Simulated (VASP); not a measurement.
# Sb in VASP: further runs, part 2 of 2

VASP 6.6.1. The steps go on from the part before.

## (4) Single point, PBEsol (equal xy, yz and zx shear strains of -2 %)

INCAR reads:

```
PREC = Accurate
ENCUT = 520
EDIFF = 1E-7
ISMEAR = -1
SIGMA = 0.03
LREAL = False
LASPH = True
NELM = 100
ALGO = Normal
ISIF = 2
LWAVE = False
LCHARG = False
GGA = PS
NBANDS = 8
```

KPOINTS reads:

```
Automatic mesh
0
Gamma
  14 14 14
```

POSCAR reads:

```
Sb
1.0
   -0.0461000000      2.2819500000      2.2819500000
    2.2819500000     -0.0461000000      2.2819500000
    2.2819500000      2.2819500000     -0.0461000000
Sb
1
Direct
    0.0000000000      0.0000000000      0.0000000000
```

Potentials or basis: VASP PAW PBE potentials, release 64 (Sb).

On the command line:

```
cat potpaw_PBE.64/Sb/POTCAR > POTCAR
mpirun -np 1 vasp_std > vasp.out
```

OUTCAR:

```text
PREC = Accurate
   ENCUT = 520
   EDIFF = 1E-7
   ISMEAR = -1
   LREAL = False
   LASPH = True
   NELM = 100
   ISIF = 2
   GGA = PS

 ion  position               nearest neighbor table
   1  0.000  0.000  0.000-

  LATTYP: Found a trigonal (rhomboedric) cell.
 ALAT       =     3.2274938908
 COS(alpha) =     0.4797000918

  Lattice vectors:

 A1 = (  -0.0461000000,   2.2819500000,   2.2819500000)
 A2 = (   2.2819500000,  -0.0461000000,   2.2819500000)
 A3 = (   2.2819500000,   2.2819500000,  -0.0461000000)

Analysis of symmetry for initial positions (statically):
=====================================================================
 Subroutine PRICEL returns:
 Original cell was already a primitive cell.

 Routine SETGRP: Setting up the symmetry group for a
 trigonal (rhombohedral) supercell.

 Subroutine GETGRP returns: Found 12 space group operations
 (whereof 12 operations were pure point group operations)
 out of a pool of 12 trial point group operations.

The static configuration has the point symmetry D_3d.

Analysis of symmetry for dynamics (positions and initial velocities):
=====================================================================
 Subroutine PRICEL returns:
 Original cell was already a primitive cell.

 Routine SETGRP: Setting up the symmetry group for a
 trigonal (rhombohedral) supercell.

 Subroutine GETGRP returns: Found 12 space group operations
 (whereof 12 operations were pure point group operations)
 out of a pool of 12 trial point group operations.

The dynamic configuration has the point symmetry D_3d.

 Subroutine INISYM returns: Found 12 space group operations
 (whereof 12 operations are pure point group operations),
 and found     1 'primitive' translations

----------------------------------------------------------------------------------------

                                     Primitive cell

  volume of cell :      24.4856

  direct lattice vectors                    reciprocal lattice vectors
    -0.046100000  2.281950000  2.281950000    -0.212580468  0.216963571  0.216963571
     2.281950000 -0.046100000  2.281950000     0.216963571 -0.212580468  0.216963571
     2.281950000  2.281950000 -0.046100000     0.216963571  0.216963571 -0.212580468

  length of vectors
     3.227493891  3.227493891  3.227493891     0.373278499  0.373278499  0.373278499

  position of ions in fractional coordinates (direct lattice)
     0.000000000  0.000000000  0.000000000

  ion indices of the primitive-cell ions
   primitive index   ion index
                 1           1

----------------------------------------------------------------------------------------

 KPOINTS: Automatic mesh

Automatic generation of k-mesh.
 Grid dimensions read from file:
 generate k-points for:   14   14   14

 Generating k-lattice:

  Cartesian coordinates                     Fractional coordinates (reciprocal lattice)
    -0.015184319  0.015497398  0.015497398     0.071428571  0.000000000 -0.000000000
     0.015497398 -0.015184319  0.015497398     0.000000000  0.071428571 -0.000000000
     0.015497398  0.015497398 -0.015184319     0.000000000  0.000000000  0.071428571

  Length of vectors
     0.026662750  0.026662750  0.026662750

  Shift w.r.t. Gamma in fractional coordinates (k-lattice)
     0.000000000  0.000000000  0.000000000

 Subroutine IBZKPT returns following result:
 ===========================================

 Found    288 irreducible k-points:

 Following reciprocal coordinates:
            Coordinates               Weight
  0.000000  0.000000  0.000000      1.000000
  0.071429  0.000000 -0.000000      6.000000
  0.142857  0.000000 -0.000000      6.000000
  0.214286  0.000000  0.000000      6.000000
  0.285714  0.000000  0.000000      6.000000
  0.357143  0.000000  0.000000      6.000000
[... 16 lines left out ...]
  0.214286  0.142857 -0.000000     12.000000
  0.285714  0.142857 -0.000000     12.000000
 [... further k-points ...]
   k-points           NKPTS =    288   k-points in BZ     NKDIM =    288   number of bands    NBANDS=      8
   number of dos      NEDOS =    301   number of ions     NIONS =      1
   total plane-waves  NPLWV =  13824
   dimension x,y,z NGX =    24 NGY =   24 NGZ =   24
   dimension x,y,z NGXF=    48 NGYF=   48 NGZF=   48
   ions per type =               1
   NGX,Y,Z   is equivalent  to a cutoff of  12.36, 12.36, 12.36 a.u.
   NGXF,Y,Z  is equivalent  to a cutoff of  24.72, 24.72, 24.72 a.u.
 SYSTEM =  unknown system
   PREC   = accura    normal or accurate (medium, high low for compatibility)
   ISTART =      0    job   : 0-new  1-cont  2-samecut
   ICHARG =      2    charge: 1-file 2-atom 10-const
   ISPIN  =      1    spin polarized calculation?
   LNONCOLLINEAR =      F non collinear calculations
   LSORBIT =      F    spin-orbit coupling
   LASPH  =      T    aspherical Exc in radial PAW
   ENCUT  =  520.0 eV  38.22 Ry    6.18 a.u.   6.00  6.00  6.00*2*pi/ulx,y,z
   NELM   =    100;   NELMIN=  2; NELMDL= -5     # of ELM steps
   EDIFF  = 0.1E-06   stopping-criterion for ELM
   LREAL  =      F    real-space projection
   EDIFFG = 0.1E-05   stopping-criterion for IOM
   NSW    =      0    number of steps for IOM
   IBRION =     -1    ionic relax: 0-MD 1-quasi-New 2-CG
   NFREE  =      0    steps in history (QN), initial steepest desc. (CG)
   ISIF   =      2    stress and relaxation
   ISYM   =      2    0-nonsym 1-usesym 2-fastsym
   POTIM  = 0.5000    time-step for ionic-motion
   TEBEG  =    0.0;   TEEND  =   0.0 temperature during run
   PSTRESS=    0.0 pullay stress
   NELECT =       5.0000    total number of electrons
   NUPDOWN=      -1.0000    fix difference up-down
   EMIN   =  10.00;   EMAX   =-10.00  energy-range for DOS
   EFERMI =   0.00;   METHOD = LEGACY
   ISMEAR =    -1;   SIGMA  =   0.03  broadening in eV -4-tet -1-fermi 0-gaus
   EFERMI_NEDOS =   21; number of points for ismear=-14 and -15
   IALGO  =     38    algorithm
   IMIX   =      4    mixing-type and parameters
     AMIX     =   0.40;   BMIX     =  1.00
     AMIX_MAG =   1.60;   BMIX_MAG =  1.00
  volume/ion in A,a.u.               =      24.49       165.24
  Fermi-wavevector in a.u.,A,eV,Ry     =   0.964038  1.821768 12.644845  0.929370
  Thomas-Fermi vector in A             =   2.093635
   LORBIT       =      0    0 simple, 1 ext, 2 COOP (PROOUT), +10 PAW based schemes
   GGA     = PS    functional components
   LHFCALC =     F    Hartree Fock is set to
   AEXX    =    0.0000 exact exchange contribution
   IVDW    =     0    specifies the selected vdW correction
   LEPSILON=     F    determine dielectric tensor
   LRPA    =     F    only Hartree local field effects (RPA)
 non-spin polarized calculation
  energy-cutoff  :      520.00
  volume of cell :       24.49
 maximum number of plane-waves:       671
   NGX = 11   NGY = 11   NGZ = 11

 number of electron       5.0000000 magnetization

 Free energy of the ion-electron system (eV)
  ---------------------------------------------------
  ext. energy  EPLUGINS =         0.00000000
  ---------------------------------------------------
  free energy    TOTEN  =        -4.26863050 eV

  energy without entropy =       -4.26649794  energy(sigma->0) =       -4.26756422

 E-fermi :   9.7143     XC(G=0): -10.7496

 val. band max:        9.7095135183   @ k =  -0.3571   0.3571   0.1429
 cond. band min:       9.7222637708   @ k =  -0.1429   0.3571   0.0714
 fundamental gap:      0.0127502525
 Fermi energy:         9.7142546809

 k-point     1 :       0.0000    0.0000    0.0000
  band No.  band energies     occupation
      1      -4.0592      2.00000
      2      15.4841      0.00000
      3      15.4841      0.00000
      4      16.1111      0.00000
      5      19.7513      0.00000
      6      19.7513      0.00000
      7      19.9724      0.00000
      8      20.3785      0.00000

 k-point     2 :       0.0714    0.0000   -0.0000
  band No.  band energies     occupation
      1      -3.9505      2.00000
      2      14.4083      0.00000
      3      15.3410      0.00000
      4      15.8664      0.00000
      5      19.0965      0.00000
      6      19.9940      0.00000
      7      20.5152      0.00000
      8      21.6352      0.00000
[... 221 lines left out ...]
 k-point    23 :       0.2143    0.1429   -0.0000
  band No.  band energies     occupation
      1      -3.0685      2.00000
      2      11.5325      0.00000
      3      13.3722      0.00000
      4      13.8342      0.00000
      5      17.0738      0.00000
      6      18.5911      0.00000
      7      22.4131      0.00000
      8      23.1239      0.00000

 k-point    24 :       0.2857    0.1429   -0.0000
  band No.  band energies     occupation
      1      -2.4563      2.00000
      2       9.3156      2.00000
      3      12.9583      0.00000
      4      13.3629      0.00000
      5      17.1424      0.00000
      6      18.6155      0.00000
      7      22.2848      0.00000
      8      22.7699      0.00000

 [... further k-points ...]
[... 5 lines left out ...]
  --------------------------------------------------------------------------------------
  -------------------------------------------------------------------------------------
  Total        0.7981782      0.7981782      0.7981782     -0.0389543     -0.0389543     -0.0389543
  in kB       52.2274490     52.2274490     52.2274490     -2.5489064     -2.5489064     -2.5489064
  external PRESSURE =      52.2274490 kB  Pullay stress =       0.0000000 kB

 VOLUME and BASIS-vectors are now :
 -----------------------------------------------------------------------------
  energy-cutoff  :      520.00
  volume of cell :       24.49
      direct lattice vectors                 reciprocal lattice vectors
    -0.046100000  2.281950000  2.281950000    -0.212580468  0.216963571  0.216963571
     2.281950000 -0.046100000  2.281950000     0.216963571 -0.212580468  0.216963571
     2.281950000  2.281950000 -0.046100000     0.216963571  0.216963571 -0.212580468

 POSITION                                       TOTAL-FORCE (eV/Angst)
 -----------------------------------------------------------------------------------
      0.00000      0.00000      0.00000         0.000000      0.000000      0.000000
 -----------------------------------------------------------------------------------
    total drift:                                0.000000     -0.000000     -0.000000

  FREE ENERGIE OF THE ION-ELECTRON SYSTEM (eV)
  ---------------------------------------------------
  free  energy   TOTEN  =        -4.2686305042 eV

  energy  without entropy=       -4.2664979364  energy(sigma->0) =       -4.26756422
```

stdout:

```text
POSCAR found type information on POSCAR Sb
 POSCAR found :  1 types and       1 ions
 scaLAPACK will be used
 -----------------------------------------------------------------------------
|                                                                             |
|                                                                             |
|     You enforced a specific xc type in the INCAR file but a different       |
|     I HOPE YOU KNOW WHAT YOU ARE DOING!                                     |
|                                                                             |
 -----------------------------------------------------------------------------

 LDA part: xc-table for (Slater+PW92), standard interpolation
 POSCAR, INCAR and KPOINTS ok, starting setup
 FFT: planning ... GRIDC
 FFT: planning ... GRID_SOFT
 FFT: planning ... GRID
 WAVECAR not read
 entering main loop
```

Run time: 20 s. Hardware: 1 thread of AMD EPYC 7R13, shared host; peak memory 0.18 GiB.

Results:

| Item | Value |
| --- | --- |
| Free energy | -4.2686 eV |
| Pressure | 5.2 GPa |

Caveat: the cell differs from its parent crystal (equal xy, yz and zx shear strains of -2 %); the PAW data sets were made with another functional, which shifts forces and pressure a little; spin-orbit coupling is left out, which moves the levels of the heavy elements.

## (5) The runs side by side

| cell | gap on the mesh (eV) | pressure (GPa) |
| --- | --- | --- |
| a = 3.227, b = 3.227, c = 3.195 Å, angles 60.3, 60.3, 59.3°, 1 atom | none | 9.2 |
| a = 3.244, b = 3.244, c = 3.227 Å, angles 60.2, 60.2, 59.7°, 1 atom | none | 7.1 |
| a = 3.227 Å, angles 61.3°, 1 atom | none | 5.2 |

Alike in all rows: task single point; level PBEsol; potentials or basis VASP PAW PBE potentials, release 64 (Sb); no spin polarisation; k mesh 14 × 14 × 14; cutoff (eV) 520; smearing fermi-dirac 0.03 eV.

Caveats: the PAW data sets were made with another functional, which shifts forces and pressure a little; spin-orbit coupling is left out, which moves the levels of the heavy elements.

Total energies depend on the potentials used, so only differences within one code and one set of settings carry meaning.
